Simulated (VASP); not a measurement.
A run of VASP 6.6.1 is set up as follows.

The input INCAR:

```
PREC = Accurate
ENCUT = 520
EDIFF = 1E-6
ISMEAR = -1
SIGMA = 0.1
LREAL = False
LASPH = True
NELM = 60
ALGO = Normal
ISIF = 2
LWAVE = False
LCHARG = False
GGA = PE
NBANDS = 17
```

Contents of KPOINTS:

```
Automatic mesh
0
Gamma
  12 12 12
```

File POSCAR:

```
Sr
1.0
   -3.3930663362      3.3930663362      1.8366593389
    3.3930663362     -3.3930663362      1.8366593389
    3.3930663362      3.3930663362     -1.8366593389
Sr
2
Direct
   -0.3750000000     -0.1250000000     -0.2500000000
    0.3750000000      0.1250000000      0.2500000000
```

Potentials or basis: VASP PAW PBE potentials, release 64 (Sr_sv).

Launch:

```bash
$ cat potpaw_PBE.64/Sr_sv/POTCAR > POTCAR
$ mpirun -np 1 vasp_std > vasp.out
```

Problem. Predict the pressure.

Solution. 3.6 GPa.

Problem. What does it give for the band gap on the k mesh?

Solution. Zero (bands 10 and 11 overlap by 0.37 eV).

Caveat: the cell stands under pressure.
